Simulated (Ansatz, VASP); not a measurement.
**ScTl2Co3 in VASP and in Ansatz**

```xyz
6
Lattice="5.4717 0.0000 0.0000 -2.7358 4.7386 0.0000 0.0000 0.0000 4.2151" Properties=species:S:1:pos:R:3 pbc="T T T"
Sc    0.0000    0.0000    0.0000
Co    2.7358    0.0000    2.1076
Co    1.3679    2.3693    2.1076
Co   -1.3679    2.3693    2.1076
Tl    0.0000    3.1591    0.0000
Tl    2.7358    1.5795    0.0000
```

Alike in both runs: functional RPBE; k mesh 4 × 4 × 5; occupations fermi-dirac, width 0.042 eV; no spin polarisation; Hubbard terms Sc d U = 3.0 eV.

Ansatz relaxed the structure, and its values are those at the end. VASP's run is a single point on that final structure, the one shown.

|  | VASP | Ansatz |
| --- | --- | --- |
| version | VASP 6.6.1 | Ansatz 0.2.0 |
| potentials or method | VASP PAW PBE potentials, release 64 (Sc_sv, Co, Tl_d), cutoff 520 eV | PAW plane waves |
| valence electrons in the cell | 64 | 88 |

```tsv
	VASP	Ansatz	Ansatz less VASP
gap on the k mesh at the Fermi level (eV)	none	none	-
pressure (GPa)	-0.3	0.0	+0.31
```

VASP's potentials were made for PBE, not for RPBE. The programs project onto different local orbitals, so the same U acts differently, and such runs can settle in different states. A gap of «none» marks a metal or a gap that the smearing closes. VASP's potentials hold 64 valence electrons a cell and Ansatz's 88, so a difference there can come from the potentials and not from the codes. Ansatz's warnings: filled band counts differ across k points, structure snapped to symmetry.

Spin-orbit coupling is off throughout.
